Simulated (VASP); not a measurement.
Here is a VASP 6.6.1 calculation.

INCAR

```
  PREC = Accurate
  ENCUT = 520
  EDIFF = 1E-6
  ISMEAR = 0
  SIGMA = 0.1
  LREAL = F
  LASPH = T
  NELM = 60
  ALGO = Fast
  ISIF = 2
  LWAVE = F
  LCHARG = T
  GGA = PS
  LELF = T
  LVHAR = T
  NBANDS = 16
```

File KPOINTS:

```
regular mesh
0
Gamma
  20 20 14
```

POSCAR

```
Ir
1.0
    1.9533727870      1.9533727870      0.0000000000
   -1.9533727870      1.9533727870      0.0000000000
    0.0000000000      0.0000000000      3.9067455741
Ir
2
Direct
    0.0000000000      0.0000000000      0.0000000000
    0.5000000000      0.5000000000      0.5000000000
```

Potentials or basis: VASP PAW PBE potentials, release 64 (Ir).

Launch:

```console
$ cat potpaw_PBE.64/Ir/POTCAR > POTCAR
$ mpirun -np 1 vasp_std > vasp.out
```

Question: Predict the pressure.

Answer: -19.1 GPa.

Question: What does it give for the band gap on the k mesh?

Answer: Zero (band 9 reaches 10.70 eV, above the bottom of band 10 at 7.61 eV).

Caveat: the cell differs from its parent crystal (equal strain along all axes, cell held: +2.0 %); the PAW data sets were made with another functional, which shifts forces and pressure a little; spin-orbit coupling is left out, which moves the levels of the heavy elements.
